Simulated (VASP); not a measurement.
The system is SnGeP6.

```xyz
8
Lattice="3.6250 2.0929 3.4833 -3.6250 2.0929 3.4833 0.0000 -4.1858 3.4833" Properties=species:S:1:pos:R:3 pbc="T T T"
Sn    0.0000    0.0000    7.7434
Ge    0.0000    0.0000    2.3617
P     0.0000   -2.0050    4.7513
P    -1.7364   -1.0025    5.6987
P    -1.7364    1.0025    4.7513
P     1.7364    1.0025    4.7513
P     0.0000    2.0050    5.6987
P     1.7364   -1.0025    5.6987
```

- Program: VASP 6.6.1
- Task: relaxation of cell and atoms
- Functional: PBE
- Potentials or basis: VASP PAW PBE potentials, release 64 (Sn_d, Ge_d, P)
- Cutoff: 600 eV
- k mesh: 3 × 3 × 3
- Occupations: gaussian, width 0.2 eV
- Spin: no spin polarisation

At the start: pressure 2.1 GPa; volume 19.82 Å³/atom.

Question: Where does the relaxation end?

Answer: Over 13 steps the energy falls by 36.4 meV/atom and the volume is 20.07 Å³/atom (+1.3 %); space group R3m (No. 160, to 0.1 Å) before and after.

The path:
```
step  energy change (eV)  largest force (eV/Å)  pressure (GPa)  volume (Å³)
   1              0.0000                1.1763            2.13       158.56
   2             -0.1663                0.4684           -1.60       164.67
   3             -0.1676                0.4345           -1.33       164.18
   4             -0.2128                0.3659            0.23       161.68
   5             -0.2128                0.3715            0.32       161.57
   6             -0.2298                0.2666            0.25       161.96
   7             -0.2567                0.2366            0.09       163.12
   8             -0.2578                0.2645            0.06       163.41
   9             -0.2714                0.1180           -0.59       163.97
  10             -0.2741                0.0707           -1.01       164.34
  11             -0.2851                0.0499           -0.51       162.54
  12             -0.2878                0.1257           -0.09       161.18
  13             -0.2914                0.0771           -0.02       160.60
```

Final structure:
```cif
data_structure
_symmetry_space_group_name_H-M 'P 1'
_symmetry_Int_Tables_number 1
_cell_length_a 5.4632
_cell_length_b 5.4632
_cell_length_c 5.4632
_cell_angle_alpha 84.056
_cell_angle_beta 84.056
_cell_angle_gamma 84.056
_cell_volume 160.60
loop_
_atom_site_label
_atom_site_type_symbol
_atom_site_fract_x
_atom_site_fract_y
_atom_site_fract_z
_atom_site_occupancy
Sn1 Sn 0.75399 0.75399 0.75399 1
Ge1 Ge 0.24612 0.24612 0.24612 1
P1 P 0.28511 0.28511 0.76582 1
P2 P 0.24341 0.69373 0.69373 1
P3 P 0.28511 0.76582 0.28511 1
P4 P 0.76582 0.28511 0.28511 1
P5 P 0.69373 0.69373 0.24341 1
P6 P 0.69373 0.24341 0.69373 1
```

Caveat: the k points lie up to 0.39 Å⁻¹ apart in the final cell, too coarse for converged energies and pressures of a metal; the relaxation stopped at a loose force limit of 0.08 eV/Å, so its end isn't a converged minimum.
